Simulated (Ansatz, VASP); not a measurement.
**Two plane-wave programs on HfSi**

```
Hf Si
1.0
     2.96910    0.00000    0.00000
     0.00000    2.96910    0.00000
     0.00000    0.00000    3.87232
Hf Si
1 1
Cartesian
  1.4845 1.4845 1.9362
  0.0000 0.0000 0.0000
```

Alike in both runs: functional r2SCAN; k mesh 18 × 18 × 14; occupations gaussian, width 0.1 eV; no spin polarisation.

Ansatz relaxed the structure, and its values are those at the end. VASP's run is a single point on that final structure, the one shown.

|  | VASP | Ansatz |
| --- | --- | --- |
| version | VASP 6.6.1 | Ansatz 0.2.0 |
| potentials or method | VASP PAW PBE potentials, release 64 (Hf_pv, Si), cutoff 520 eV | scalar-relativistic, plane waves, PAW |
| valence electrons in the cell | 14 | 30 |

|  | VASP | Ansatz | Ansatz less VASP |
| --- | --- | --- | --- |
| gap on the k mesh at the Fermi level (eV) | none | none | - |
| pressure (GPa) | -0.4 | 0.0 | +0.40 |

VASP's potentials were made for PBE, not for r2SCAN. A gap of «none» marks a metal or a gap that the smearing closes. The functional is the same, so the differences come from potentials, cutoffs and numerics. VASP's potentials hold 14 valence electrons a cell and Ansatz's 30, so a difference there can come from the potentials and not from the codes.

Spin-orbit coupling is off throughout.
